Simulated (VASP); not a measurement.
# MgS in VASP: settings compared, part 2 of 2

VASP 6.6.1.

## 4. Single point, PBEsol

Contents of INCAR:

```
PREC = Accurate
ENCUT = 520
EDIFF = 1E-7
ISMEAR = -1
SIGMA = 0.05
LREAL = F
LASPH = T
NELM = 100
ALGO = Normal
ISIF = 2
LWAVE = F
LCHARG = F
GGA = PS
NBANDS = 11
```

Contents of KPOINTS:

```
Automatic mesh
0
Gamma
  8 8 8
```

Contents of POSCAR:

```
MgS
1.0
    0.0000000000      2.8618834243      2.7764576459
    2.8618834243      0.0000000000      2.7764576459
    2.8618834243      2.8618834243      0.0000000000
S Mg
1 1
Direct
    0.2500000000      0.2500000000      0.2500000000
    0.0000000000      0.0000000000      0.0000000000
```

Potentials or basis: VASP PAW PBE potentials, release 64 (S, Mg).

The run is started by

```bash
> cat potpaw_PBE.64/S/POTCAR potpaw_PBE.64/Mg/POTCAR > POTCAR
> mpirun -np 1 vasp_std > vasp.out
```

OUTCAR:

```text
PREC = Accurate
   ENCUT = 520
   EDIFF = 1E-7
   ISMEAR = -1
   LREAL = F
   LASPH = T
   NELM = 100
   ISIF = 2
   GGA = PS

 ion  position               nearest neighbor table
   1  0.250  0.250  0.250-   2 2.45   2 2.45   2 2.45   2 2.45
   2  0.000  0.000  0.000-   1 2.45   1 2.45   1 2.45   1 2.45

  LATTYP: Found a body centered tetragonal cell.
 ALAT       =     4.0473143526
 C/A-ratio  =     1.3720000000

  Lattice vectors:

 A1 = (   0.0000000000,  -2.8618834243,  -2.7764576459)
 A2 = (   0.0000000000,   2.8618834243,  -2.7764576459)
 A3 = (   2.8618834243,   0.0000000000,   2.7764576459)

Analysis of symmetry for initial positions (statically):
=====================================================================
 Subroutine PRICEL returns:
 Original cell was already a primitive cell.

 Routine SETGRP: Setting up the symmetry group for a
 body centered tetragonal supercell.

 Subroutine GETGRP returns: Found  8 space group operations
 (whereof  8 operations were pure point group operations)
 out of a pool of 16 trial point group operations.

[... 163 lines left out ...]

 val. band max:        1.0379290014   @ k =   0.0000   0.0000   0.0000
 cond. band min:       4.2694864231   @ k =   0.0000   0.0000   0.0000
 fundamental gap:      3.2315574217
 Fermi energy:         2.0620510102

 k-point     1 :       0.0000    0.0000    0.0000
  band No.  band energies     occupation
      1     -10.2734      2.00000
      2       0.9642      2.00000
      3       0.9642      2.00000
      4       1.0379      2.00000
      5       4.2695      0.00000
      6       8.8491      0.00000
      7       8.8491      0.00000
      8       8.8772      0.00000
      9      11.5141      0.00000
     10      12.0020      0.00000
     11      14.4898      0.00000
[... 309 lines left out ...]
 k-point    24 :       0.3750    0.0000    0.1250
  band No.  band energies     occupation
      1      -9.7271      2.00000
      2      -1.5164      2.00000
      3       0.4297      2.00000
      4       0.5777      2.00000
      5       6.3882      0.00000
      6       7.9616      0.00000
      7       8.8955      0.00000
      8       9.4091      0.00000
      9      11.6482      0.00000
     10      13.1704      0.00000
     11      13.8785      0.00000

 [... further k-points ...]
[... 5 lines left out ...]
  --------------------------------------------------------------------------------------
  -------------------------------------------------------------------------------------
  Total       -0.2081604     -0.2081604     -0.0543807      0.0000000     -0.0000000      0.0000000
  in kB       -7.3330336     -7.3330336     -1.9157120      0.0000000     -0.0000000      0.0000000
  external PRESSURE =      -5.5272597 kB  Pullay stress =       0.0000000 kB

 VOLUME and BASIS-vectors are now :
 -----------------------------------------------------------------------------
  energy-cutoff  :      520.00
  volume of cell :       45.48
      direct lattice vectors                 reciprocal lattice vectors
     0.000000000  2.861883424  2.776457646    -0.174710121  0.174710121  0.180085585
     2.861883424  0.000000000  2.776457646     0.174710121 -0.174710121  0.180085585
     2.861883424  2.861883424  0.000000000     0.174710121  0.174710121 -0.180085585

 POSITION                                       TOTAL-FORCE (eV/Angst)
 -----------------------------------------------------------------------------------
      1.43094      1.43094      1.38823         0.000000      0.000000      0.000000
      0.00000      0.00000      0.00000        -0.000000     -0.000000     -0.000000
 -----------------------------------------------------------------------------------
    total drift:                                0.000000      0.000000      0.000000

  FREE ENERGIE OF THE ION-ELECTRON SYSTEM (eV)
  ---------------------------------------------------
  free  energy   TOTEN  =        -8.9153684746 eV

  energy  without entropy=       -8.9153684746  energy(sigma->0) =       -8.91536847
```

Wall time 46 s (1 thread of Intel Xeon 8259CL, shared host); peak memory 0.18 GiB.

What came out:

* Free energy: -8.9154 eV
* Pressure: -0.6 GPa
* Band gap on the k mesh: 3.23 eV, direct

Stress tensor (GPa, compression positive):
```
-0.73  0.00  0.00
 0.00 -0.73  0.00
 0.00  0.00 -0.19
```

Caveat: the PAW data sets were made with another functional, which shifts forces and pressure a little.

## 5. Single point, PBEsol

Contents of INCAR:

```
SYSTEM = MgS
  PREC = Accurate
  ENCUT = 520
  EDIFF = 1E-6
  ISMEAR = -1
  SIGMA = 0.05
  LREAL = .False.
  LASPH = .True.
  NELM = 100
  ALGO = Normal
  ISIF = 2
  LWAVE = .False.
  LCHARG = .False.
  GGA = PS
  NBANDS = 11
```

Contents of KPOINTS:

```
Automatic mesh
0
Gamma
  8 8 8
  0 0 0
```

Contents of POSCAR:

```
MgS
1.0
    0.0000000000      2.8052068533      2.8897824477
    2.8052068533      0.0000000000      2.8897824477
    2.8052068533      2.8052068533      0.0000000000
S Mg
1 1
Direct
    0.2500000000      0.2500000000      0.2500000000
    0.0000000000      0.0000000000      0.0000000000
```

Potentials or basis: VASP PAW PBE potentials, release 64 (S, Mg).

The run is started by

```bash
> cat potpaw_PBE.64/S/POTCAR potpaw_PBE.64/Mg/POTCAR > POTCAR
> mpirun -np 1 vasp_std > vasp.out
```

OUTCAR:

```text
SYSTEM = MgS
   PREC = Accurate
   ENCUT = 520
   EDIFF = 1E-6
   ISMEAR = -1
   LREAL = .False.
   LASPH = .True.
   NELM = 100
   ISIF = 2
   GGA = PS

 ion  position               nearest neighbor table
   1  0.250  0.250  0.250-   2 2.45   2 2.45   2 2.45   2 2.45
   2  0.000  0.000  0.000-   1 2.45   1 2.45   1 2.45   1 2.45

  LATTYP: Found a body centered tetragonal cell.
 ALAT       =     3.9671615772
 C/A-ratio  =     1.4568513994

  Lattice vectors:

 A1 = (  -2.8052068533,   0.0000000000,   2.8897824477)
 A2 = (   2.8052068533,   0.0000000000,   2.8897824477)
 A3 = (   0.0000000000,   2.8052068533,  -2.8897824477)

Analysis of symmetry for initial positions (statically):
=====================================================================
 Subroutine PRICEL returns:
 Original cell was already a primitive cell.

 Routine SETGRP: Setting up the symmetry group for a
 body centered tetragonal supercell.

 Subroutine GETGRP returns: Found  8 space group operations
 (whereof  8 operations were pure point group operations)
 out of a pool of 16 trial point group operations.

The static configuration has the point symmetry D_2d.

Analysis of symmetry for dynamics (positions and initial velocities):
=====================================================================
 Subroutine PRICEL returns:
 Original cell was already a primitive cell.

 Routine SETGRP: Setting up the symmetry group for a
 body centered tetragonal supercell.

 Subroutine GETGRP returns: Found  8 space group operations
 (whereof  8 operations were pure point group operations)
 out of a pool of 16 trial point group operations.

The dynamic configuration has the point symmetry D_2d.

 Subroutine INISYM returns: Found  8 space group operations
 (whereof  8 operations are pure point group operations),
 and found     1 'primitive' translations

----------------------------------------------------------------------------------------

                                     Primitive cell

  volume of cell :      45.4805

  direct lattice vectors                    reciprocal lattice vectors
     0.000000000  2.805206853  2.889782448    -0.178239975  0.178239975  0.173023405
     2.805206853  0.000000000  2.889782448     0.178239975 -0.178239975  0.173023405
     2.805206853  2.805206853  0.000000000     0.178239975  0.178239975 -0.173023405

  length of vectors
     4.027409600  4.027409600  3.967161577     0.305738575  0.305738575  0.305738575

  position of ions in fractional coordinates (direct lattice)
     0.250000000  0.250000000  0.250000000
     0.000000000  0.000000000  0.000000000

  ion indices of the primitive-cell ions
   primitive index   ion index
                 1           1
                 2           2

----------------------------------------------------------------------------------------

 KPOINTS: Automatic mesh

Automatic generation of k-mesh.
 Grid dimensions read from file:
 generate k-points for:    8    8    8

 Generating k-lattice:

  Cartesian coordinates                     Fractional coordinates (reciprocal lattice)
    -0.022279997  0.022279997  0.021627926     0.125000000  0.000000000  0.000000000
     0.022279997 -0.022279997  0.021627926     0.000000000  0.125000000  0.000000000
     0.022279997  0.022279997 -0.021627926    -0.000000000 -0.000000000  0.125000000

  Length of vectors
     0.038217322  0.038217322  0.038217322

  Shift w.r.t. Gamma in fractional coordinates (k-lattice)
     0.000000000  0.000000000  0.000000000

 Subroutine IBZKPT returns following result:
 ===========================================

 Found     59 irreducible k-points:

 Following reciprocal coordinates:
            Coordinates               Weight
  0.000000  0.000000  0.000000      1.000000
  0.125000  0.000000  0.000000      8.000000
  0.250000  0.000000  0.000000      8.000000
  0.375000  0.000000  0.000000      8.000000
  0.500000  0.000000  0.000000      4.000000
  0.125000  0.125000  0.000000      2.000000
[... 16 lines left out ...]
  0.250000  0.000000  0.125000     16.000000
  0.375000 -0.000000  0.125000     16.000000
 [... further k-points ...]
   k-points           NKPTS =     59   k-points in BZ     NKDIM =     59   number of bands    NBANDS=     11
   number of dos      NEDOS =    301   number of ions     NIONS =      2
   total plane-waves  NPLWV =  27000
   dimension x,y,z NGX =    30 NGY =   30 NGZ =   30
   dimension x,y,z NGXF=    60 NGYF=   60 NGZF=   60
   ions per type =               1   1
   NGX,Y,Z   is equivalent  to a cutoff of  12.38, 12.38, 12.57 a.u.
   NGXF,Y,Z  is equivalent  to a cutoff of  24.77, 24.77, 25.14 a.u.
 SYSTEM =  MgS
   PREC   = accura    normal or accurate (medium, high low for compatibility)
   ISTART =      0    job   : 0-new  1-cont  2-samecut
   ICHARG =      2    charge: 1-file 2-atom 10-const
   ISPIN  =      1    spin polarized calculation?
   LNONCOLLINEAR =      F non collinear calculations
   LSORBIT =      F    spin-orbit coupling
   LASPH  =      T    aspherical Exc in radial PAW
   ENCUT  =  520.0 eV  38.22 Ry    6.18 a.u.   7.49  7.49  7.38*2*pi/ulx,y,z
   NELM   =    100;   NELMIN=  2; NELMDL= -5     # of ELM steps
   EDIFF  = 0.1E-05   stopping-criterion for ELM
   LREAL  =      F    real-space projection
   EDIFFG = 0.1E-04   stopping-criterion for IOM
   NSW    =      0    number of steps for IOM
   IBRION =     -1    ionic relax: 0-MD 1-quasi-New 2-CG
   NFREE  =      0    steps in history (QN), initial steepest desc. (CG)
   ISIF   =      2    stress and relaxation
   ISYM   =      2    0-nonsym 1-usesym 2-fastsym
   POTIM  = 0.5000    time-step for ionic-motion
   TEBEG  =    0.0;   TEEND  =   0.0 temperature during run
   PSTRESS=    0.0 pullay stress
   NELECT =       8.0000    total number of electrons
   NUPDOWN=      -1.0000    fix difference up-down
   EMIN   =  10.00;   EMAX   =-10.00  energy-range for DOS
   EFERMI =   0.00;   METHOD = LEGACY
   ISMEAR =    -1;   SIGMA  =   0.05  broadening in eV -4-tet -1-fermi 0-gaus
   EFERMI_NEDOS =   21; number of points for ismear=-14 and -15
   IALGO  =     38    algorithm
   IMIX   =      4    mixing-type and parameters
     AMIX     =   0.40;   BMIX     =  1.00
     AMIX_MAG =   1.60;   BMIX_MAG =  1.00
  volume/ion in A,a.u.               =      22.74       153.46
  Fermi-wavevector in a.u.,A,eV,Ry     =   0.917269  1.733386 11.447692  0.841382
  Thomas-Fermi vector in A             =   2.042218
   LORBIT       =      0    0 simple, 1 ext, 2 COOP (PROOUT), +10 PAW based schemes
   GGA     = PS    functional components
   LHFCALC =     F    Hartree Fock is set to
   AEXX    =    0.0000 exact exchange contribution
   IVDW    =     0    specifies the selected vdW correction
   LEPSILON=     F    determine dielectric tensor
   LRPA    =     F    only Hartree local field effects (RPA)
 non-spin polarized calculation
  energy-cutoff  :      520.00
  volume of cell :       45.48
 maximum number of plane-waves:      1263
 NGX is ok and might be reduce to    30
   NGX = 15   NGY = 15   NGZ = 15

 number of electron       8.0000002 magnetization

 Free energy of the ion-electron system (eV)
  ---------------------------------------------------
  ext. energy  EPLUGINS =         0.00000000
  ---------------------------------------------------
  free energy    TOTEN  =        -8.91519097 eV

  energy without entropy =       -8.91519097  energy(sigma->0) =       -8.91519097

 E-fermi :   2.0846     XC(G=0):  -8.5684

 val. band max:        1.0162405310   @ k =   0.0000   0.0000   0.0000
 cond. band min:       4.2693034773   @ k =   0.0000   0.0000   0.0000
 fundamental gap:      3.2530629463
 Fermi energy:         2.0845970692

 k-point     1 :       0.0000    0.0000    0.0000
  band No.  band energies     occupation
      1     -10.2732      2.00000
      2       0.9341      2.00000
      3       1.0162      2.00000
      4       1.0162      2.00000
      5       4.2693      0.00000
      6       8.8397      0.00000
      7       8.8676      0.00000
      8       8.8676      0.00000
      9      11.5009      0.00000
     10      12.0199      0.00000
     11      14.2594      0.00000
[... 309 lines left out ...]
 k-point    24 :       0.3750   -0.0000    0.1250
  band No.  band energies     occupation
      1      -9.7183      2.00000
      2      -1.5233      2.00000
      3       0.4493      2.00000
      4       0.5366      2.00000
      5       6.3577      0.00000
      6       8.0945      0.00000
      7       8.8673      0.00000
      8       9.2754      0.00000
      9      11.6386      0.00000
     10      13.2167      0.00000
     11      13.8999      0.00000

 [... further k-points ...]
[... 5 lines left out ...]
  --------------------------------------------------------------------------------------
  -------------------------------------------------------------------------------------
  Total       -0.0959096     -0.0959096     -0.2825306      0.0000000     -0.0000000      0.0000000
  in kB       -3.3786852     -3.3786852     -9.9529349      0.0000000     -0.0000000      0.0000000
  external PRESSURE =      -5.5701017 kB  Pullay stress =       0.0000000 kB

 VOLUME and BASIS-vectors are now :
 -----------------------------------------------------------------------------
  energy-cutoff  :      520.00
  volume of cell :       45.48
      direct lattice vectors                 reciprocal lattice vectors
     0.000000000  2.805206853  2.889782448    -0.178239975  0.178239975  0.173023405
     2.805206853  0.000000000  2.889782448     0.178239975 -0.178239975  0.173023405
     2.805206853  2.805206853  0.000000000     0.178239975  0.178239975 -0.173023405

 POSITION                                       TOTAL-FORCE (eV/Angst)
 -----------------------------------------------------------------------------------
      1.40260      1.40260      1.44489        -0.000000     -0.000000      0.000000
      0.00000      0.00000      0.00000         0.000000      0.000000     -0.000000
 -----------------------------------------------------------------------------------
    total drift:                                0.000000      0.000000      0.000000

  FREE ENERGIE OF THE ION-ELECTRON SYSTEM (eV)
  ---------------------------------------------------
  free  energy   TOTEN  =        -8.9151909681 eV

  energy  without entropy=       -8.9151909680  energy(sigma->0) =       -8.91519097
```

Wall time 40 s (1 thread of Intel Xeon 8259CL, shared host); peak memory 0.18 GiB.

Results:

| Property | Result |
| --- | --- |
| Free energy | -8.9152 eV |
| Pressure | -0.6 GPa |
| Band gap on the k mesh | 3.25 eV, direct |

Caveat: the PAW data sets were made with another functional, which shifts forces and pressure a little. A k mesh can miss the band edges.

## 6. Summary

| task | level | cell | cutoff (eV) | gap on the mesh (eV) | pressure (GPa) | relaxed volume (Å³/atom) |
| --- | --- | --- | --- | --- | --- | --- |
| relaxation of cell and atoms | PBE+D3(BJ) | relaxed from a = 4.007 Å, angles 60.0°, 2 atoms | 600 | 3.56 | 0.0 | 22.22 |
| relaxation of cell and atoms | PBE+D4 | relaxed from a = 4.007 Å, angles 60.0°, 2 atoms | 600 | 3.53 | 0.0 | 22.35 |
| single point | PBEsol | a = 3.987, b = 3.987, c = 4.047 Å, angles 59.5, 59.5, 61.0°, 2 atoms | 520 | 3.23 | -0.6 | - |
| single point | PBEsol | a = 4.027, b = 4.027, c = 3.967 Å, angles 60.5, 60.5, 59.0°, 2 atoms | 520 | 3.25 | -0.6 | - |

Alike in all rows: potentials or basis VASP PAW PBE potentials, release 64 (S, Mg); no spin polarisation; k mesh 8 × 8 × 8; smearing fermi-dirac 0.05 eV.

Caveats: the PAW data sets were made with another functional, which shifts forces and pressure a little (some runs).

Absolute energies hang on the potentials; compare differences alone.
